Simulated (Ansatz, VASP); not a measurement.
Two plane-wave programs on BaTiO3

INCAR

```
PREC = Accurate
ENCUT = 520
EDIFF = 1E-6
ISMEAR = -1
SIGMA = 0.02
LREAL = F
LASPH = T
NELM = 80
ALGO = Normal
ISIF = 2
LWAVE = F
LCHARG = F
GGA = PE
IBRION = 2
NSW = 80
EDIFFG = -0.02
```

File KPOINTS:

```
regular mesh
0
Gamma
  8 8 8
```

File POSCAR:

```
BaTiO3
1.0
    4.0060000000      0.0000000000      0.0000000000
    0.0000000000      4.0060000000      0.0000000000
    0.0000000000      0.0000000000      4.1261800000
Ba Ti O
1 1 3
Direct
    0.5000000000      0.5000000000      0.5000000000
    0.0000000000      0.0000000000      0.0000000000
    0.5000000000      0.0000000000      0.0000000000
    0.0000000000      0.5000000000      0.0000000000
    0.0000000000      0.0000000000      0.5000000000
```

Input for Ansatz:

```yaml
crystal:
  lattice:
    - [4.006, 0.0, 0.0]
    - [0.0, 4.006, 0.0]
    - [0.0, 0.0, 4.12618]
  atoms:
    - { symbol: Ba, position: [0.5, 0.5, 0.5] }
    - { symbol: Ti, position: [0.0, 0.0, 0.0] }
    - { symbol: O, position: [0.5, 0.0, 0.0] }
    - { symbol: O, position: [0.0, 0.5, 0.0] }
    - { symbol: O, position: [0.0, 0.0, 0.5] }
kpoints:
  mp_grid: { grid: [8, 8, 8] }
scf:
  occupations: { method: fermi_dirac, width: 0.02 }
hamiltonian:
  xc: pbe
  pseudopotentials: { kind: paw }
output:
  forces: true
  stress: true
  populations: true
  efg:
    quadrupole_moments_barn: { Ba: 0.236, Ti: 0.247, O: -0.02558 }
    contact_densities: true
relax:
  f_tol: 0.02
  max_steps: 60
```

Change from the starting cell: z stretched by +3 %, ions relaxed.

Alike in both runs: task relaxation of the atoms; functional PBE; k mesh 8 × 8 × 8; occupations fermi-dirac, width 0.02 eV; no spin polarisation.

|  | VASP | Ansatz |
| --- | --- | --- |
| version | VASP 6.6.1 | Ansatz 0.2.0 |
| potentials or method | VASP PAW PBE potentials, release 64 (Ba_sv, Ti_sv, O) | plane-wave PAW, scalar-relativistic |
| plane-wave cutoff (eV) | 520 | 420 |
| valence electrons in the cell | 40 | 40 |

|  | VASP | Ansatz | Ansatz less VASP |
| --- | --- | --- | --- |
| gap on the k mesh at the Fermi level, each at its own relaxed structure (eV) | 1.63 | 1.68 | +0.056 |

Ansatz's warnings: stress scf threshold loose.

Spin-orbit coupling is off throughout. Noted on VASP's run: the relaxation stopped at its first step, so nothing moved.
